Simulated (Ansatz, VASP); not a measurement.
## W2I in VASP and in Ansatz

File INCAR:

```
PREC = Accurate ; ENCUT = 600
EDIFF = 1E-6 ; ISMEAR = 0
SIGMA = 0.1 ; LREAL = F
LASPH = T ; NELM = 100
ALGO = Normal ; ISIF = 3
LWAVE = F ; LCHARG = F
GGA = PE ; IBRION = 2
NSW = 90 ; EDIFFG = -0.04
```

File KPOINTS:

```
Automatic mesh
0
Gamma
  4 4 4
```

File POSCAR:

```
W2I
1.0
    0.0000000000      3.3165158216      3.3165158216
    3.3165158216      0.0000000000      3.3165158216
    3.3165158216      3.3165158216      0.0000000000
W I
2 1
Direct
    0.2500000000      0.2500000000      0.2500000000
    0.7500000000      0.7500000000      0.7500000000
    0.0000000000      0.0000000000      0.0000000000
```

Input for Ansatz:

```yaml
crystal:
  lattice:
    - [0.0, 3.3165158216, 3.3165158216]
    - [3.3165158216, 0.0, 3.3165158216]
    - [3.3165158216, 3.3165158216, 0.0]
  atoms:
    - { symbol: W, position: [0.25, 0.25, 0.25] }
    - { symbol: W, position: [0.75, 0.75, 0.75] }
    - { symbol: I, position: [0.0, 0.0, 0.0] }
basis:
  ecutwfc: 420
kpoints:
  mp_grid: { grid: [4, 4, 4] }
hamiltonian:
  xc: pbe
scf:
  occupations: { method: gaussian, width: 0.1 }
  lower_state_search: "off"
output:
  forces: true
  stress: true
  eigenvalues: true
relax:
  adjacent_minimum: "off"
  f_tol: 0.04
  max_steps: 70
  cell: { stress_tol: 0.4 }
```

Alike in both runs: task relaxation of cell and atoms; functional PBE; k mesh 4 × 4 × 4; occupations gaussian, width 0.1 eV; no spin polarisation.

|  | VASP | Ansatz |
| --- | --- | --- |
| version | VASP 6.6.1 | Ansatz 0.2.0 |
| potentials or method | VASP PAW PBE potentials, release 64 (W_sv, I), cutoff 600 eV | scalar-relativistic, plane waves, PAW |
| valence electrons in the cell | 35 | 45 |

```tsv
	VASP	Ansatz	Ansatz less VASP
gap on the k mesh at the Fermi level, each at its own relaxed structure (eV)	none	none	-
relaxed volume (Å³/atom)	20.48	20.51	+0.028
relaxed length of the cell vector where the two differ most in proportion (Å)	4.429	4.431	+0.0020
```

A gap of «none» marks a metal or a gap that the smearing closes. VASP's potentials hold 35 valence electrons a cell and Ansatz's 45, so a difference there can come from the potentials and not from the codes.

The k mesh is coarse, so the values compare programs but aren't converged. Spin-orbit coupling is off throughout. Noted on VASP's run: the volume moved by over 15 % at a fixed basis, so the end points are rough.
